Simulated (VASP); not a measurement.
# HfN in VASP: notebook, part 2 of 2

VASP 6.6.1. Earlier steps stand in the parts before.

### 4 Single point, LDA (volume scaled by 0.94)

Contents of INCAR:

```
  ALGO = Normal
  EDIFF = 1E-6
  ENCUT = 520
  GGA = CA
  ISIF = 2
  ISMEAR = -1
  LASPH = True
  LCHARG = False
  LREAL = False
  LWAVE = False
  NBANDS = 14
  NELM = 80
  PREC = Accurate
  SIGMA = 0.03
```

Contents of KPOINTS:

```
k-points
0
Gamma
  10 10 10
```

Contents of POSCAR:

```
HfN
1.0
    0.0000000000      2.2128850196      2.2128850196
    2.2128850196      0.0000000000      2.2128850196
    2.2128850196      2.2128850196      0.0000000000
Hf N
1 1
Direct
    0.0000000000      0.0000000000      0.0000000000
    0.5000000000      0.5000000000      0.5000000000
```

Potentials or basis: VASP PAW LDA potentials, release 64 (Hf_pv, N).

On the command line:

```sh
> cat potpaw_LDA.64/Hf_pv/POTCAR potpaw_LDA.64/N/POTCAR > POTCAR
> mpirun -np 1 vasp_std > vasp.out
```

OUTCAR:

```text
EDIFF = 1E-6
   ENCUT = 520
   GGA = CA
   ISIF = 2
   ISMEAR = -1
   LASPH = True
   LREAL = False
   NELM = 80
   PREC = Accurate

 ion  position               nearest neighbor table
   1  0.000  0.000  0.000-   2 2.21   2 2.21   2 2.21   2 2.21   2 2.21   2 2.21
   2  0.500  0.500  0.500-   1 2.21   1 2.21   1 2.21   1 2.21   1 2.21   1 2.21

  LATTYP: Found a face centered cubic cell.
 ALAT       =     4.4257700392

  Lattice vectors:

 A1 = (   0.0000000000,   2.2128850196,   2.2128850196)
 A2 = (   2.2128850196,   0.0000000000,   2.2128850196)
 A3 = (   2.2128850196,   2.2128850196,   0.0000000000)

Analysis of symmetry for initial positions (statically):
=====================================================================
 Subroutine PRICEL returns:
 Original cell was already a primitive cell.

 Routine SETGRP: Setting up the symmetry group for a
 face centered cubic supercell.

 Subroutine GETGRP returns: Found 48 space group operations
[... 9 lines left out ...]

 Routine SETGRP: Setting up the symmetry group for a
 face centered cubic supercell.

 Subroutine GETGRP returns: Found 48 space group operations
[... 11 lines left out ...]
                                     Primitive cell

  volume of cell :      21.6724
[... 142 lines left out ...]

 k-point     1 :       0.0000    0.0000    0.0000
  band No.  band energies     occupation
      1     -21.9179      2.00000
      2     -21.9179      2.00000
      3     -21.9179      2.00000
      4      -8.8345      2.00000
      5       5.7410      2.00000
      6       5.7410      2.00000
      7       5.7410      2.00000
      8       8.3406      2.00000
      9       8.3406      2.00000
     10       8.3406      2.00000
     11      10.8320      0.00000
     12      10.8320      0.00000
     13      11.3748      0.00000
     14      18.5636      0.00000
[... 377 lines left out ...]
      1     -22.7823      2.00000
      2     -22.2549      2.00000
      3     -22.2171      2.00000
      4      -7.3032      2.00000
      5       2.0941      2.00000
      6       4.0643      2.00000
      7       4.6155      2.00000
      8       6.1501      2.00000
      9      13.1464      0.00000
     10      13.7695      0.00000
     11      13.8957      0.00000
     12      14.2555      0.00000
     13      18.6380      0.00000
     14      20.3652      0.00000

 [... further k-points ...]
[... 5 lines left out ...]
  --------------------------------------------------------------------------------------
  -------------------------------------------------------------------------------------
  Total        1.0801163      1.0801163      1.0801163     -0.0000000      0.0000000      0.0000000
  in kB       79.8499333     79.8499333     79.8499333     -0.0000000      0.0000000      0.0000000
  external PRESSURE =      79.8499333 kB  Pullay stress =       0.0000000 kB

 VOLUME and BASIS-vectors are now :
 -----------------------------------------------------------------------------
  energy-cutoff  :      520.00
  volume of cell :       21.67
      direct lattice vectors                 reciprocal lattice vectors
     0.000000000  2.212885020  2.212885020    -0.225949381  0.225949381  0.225949381
     2.212885020  0.000000000  2.212885020     0.225949381 -0.225949381  0.225949381
     2.212885020  2.212885020  0.000000000     0.225949381  0.225949381 -0.225949381

 POSITION                                       TOTAL-FORCE (eV/Angst)
 -----------------------------------------------------------------------------------
      0.00000      0.00000      0.00000         0.000000      0.000000      0.000000
      2.21289      2.21289      2.21289        -0.000000     -0.000000     -0.000000
 -----------------------------------------------------------------------------------
    total drift:                                0.000000     -0.000000     -0.000000

  FREE ENERGIE OF THE ION-ELECTRON SYSTEM (eV)
  ---------------------------------------------------
  free  energy   TOTEN  =       -23.8505052219 eV

  energy  without entropy=      -23.8478584908  energy(sigma->0) =      -23.84918186
```

stdout:

```text
POSCAR found type information on POSCAR HfN
 POSCAR found :  2 types and       2 ions
 scaLAPACK will be used
 LDA part: xc-table for (Slater(with rela. corr.)+CA(PZ))
 , standard interpolation
 POSCAR, INCAR and KPOINTS ok, starting setup
 FFT: planning ... GRIDC
 FFT: planning ... GRID_SOFT
 FFT: planning ... GRID
 WAVECAR not read
 entering main loop
```

Run time: 18 s. Hardware: 1 thread of Intel Xeon 8259CL, shared host; peak memory 0.13 GiB.

What came out:

* Free energy: -23.8505 eV
* Pressure: 8.0 GPa

Caveat: spin-orbit coupling is left out, which moves the levels of the heavy elements.

### 5 Single point, LDA (volume scaled by 0.98)

Contents of INCAR:

```
SYSTEM = HfN
ALGO = Normal
EDIFF = 1E-7
ENCUT = 520
GGA = CA
ISIF = 2
ISMEAR = -1
LASPH = .TRUE.
LCHARG = .FALSE.
LREAL = .FALSE.
LWAVE = .FALSE.
NBANDS = 14
NELM = 80
PREC = Accurate
SIGMA = 0.03
```

Contents of KPOINTS:

```
k-points
0
G
  10 10 10
  0 0 0
```

Contents of POSCAR:

```
HfN
1.0
    0.0000000000      2.2438384694      2.2438384694
    2.2438384694      0.0000000000      2.2438384694
    2.2438384694      2.2438384694      0.0000000000
Hf N
1 1
Direct
    0.0000000000      0.0000000000      0.0000000000
    0.5000000000      0.5000000000      0.5000000000
```

On the command line:

```sh
> cat potpaw_LDA.64/Hf_pv/POTCAR potpaw_LDA.64/N/POTCAR > POTCAR
> mpirun -np 1 vasp_std > vasp.out
```

It took 18 s on 1 thread of Intel Xeon 8259CL, shared host; peak memory 0.14 GiB.

It converged, with:

```
Free energy : -23.8582 eV
Pressure    : -5.1 GPa
```

Levels at points of the mesh, in eV from the Fermi level:
```tsv
k point	band 5	band 6	band 7	band 8	band 9	band 10	band 11	band 12
(0.00, 0.00, 0.00)	-3.01	-3.01	-3.01	-0.43	-0.43	-0.43	1.93	1.93
(0.50, 0.00, 0.00)	-8.99	-6.29	-6.29	3.34	3.74	3.74	4.64	9.03
(0.50, 0.50, 0.00)	-5.32	-3.94	-3.65	-3.65	4.13	5.63	5.63	5.89
```

Caveat: spin-orbit coupling is left out, which moves the levels of the heavy elements.

### 6 Single point, LDA (volume scaled by 0.98)

Contents of INCAR:

```
SYSTEM = HfN
  PREC = Accurate
  ENCUT = 520
  EDIFF = 1E-7
  ISMEAR = -1
  SIGMA = 0.03
  LREAL = .FALSE.
  LASPH = .TRUE.
  NELM = 60
  ALGO = Normal
  ISIF = 2
  LWAVE = .FALSE.
  LCHARG = .FALSE.
  NBANDS = 14
```

Contents of KPOINTS:

```
Automatic mesh
0
G
  10 10 10
  0 0 0
```

POSCAR is that of step 5.

Potentials or basis: VASP PAW LDA potentials, release 64 (Hf_pv, N).

On the command line:

```sh
> cat potpaw_LDA.64/Hf_pv/POTCAR potpaw_LDA.64/N/POTCAR > POTCAR
> mpirun -np 1 vasp_std > vasp.out
```

Run time: 18 s. Hardware: 1 thread of Intel Xeon 8259CL, shared host; peak memory 0.14 GiB.

The run converged. Its results:

```yaml
Free_energy: -23.8582 eV
Pressure: -5.1 GPa
```

Levels at points of the mesh, in eV from the Fermi level:
```
           k point  band 4  band 5  band 6  band 7  band 8  band 9  band 10  band 11  band 12  band 13
(0.00, 0.00, 0.00)  -17.38   -3.01   -3.01   -3.01   -0.43   -0.43    -0.43     1.93     1.93     2.16
(0.50, 0.00, 0.00)  -14.45   -8.99   -6.29   -6.29    3.34    3.74     3.74     4.64     9.03     9.03
(0.50, 0.50, 0.00)  -16.27   -5.32   -3.94   -3.65   -3.65    4.13     5.63     5.63     5.89     8.19
```

Caveat: spin-orbit coupling is left out, which moves the levels of the heavy elements.

### 7 Summary

| cell | gap on the mesh (eV) | pressure (GPa) |
| --- | --- | --- |
| a = 3.243 Å, angles 58.0°, 2 atoms | none | -10.4 |
| a = 3.211 Å, angles 59.3°, 2 atoms | none | -10.6 |
| a = 3.129 Å, angles 60.0°, 2 atoms | none | 8.0 |
| a = 3.173 Å, angles 60.0°, 2 atoms | none | -5.1 |

Alike in all rows: task single point; level LDA; potentials or basis VASP PAW LDA potentials, release 64 (Hf_pv, N); no spin polarisation; k mesh 10 × 10 × 10; cutoff (eV) 520; smearing fermi-dirac 0.03 eV.

Caveats: spin-orbit coupling is left out, which moves the levels of the heavy elements.

Total energies depend on the potentials used, so only differences within one code and one set of settings carry meaning.
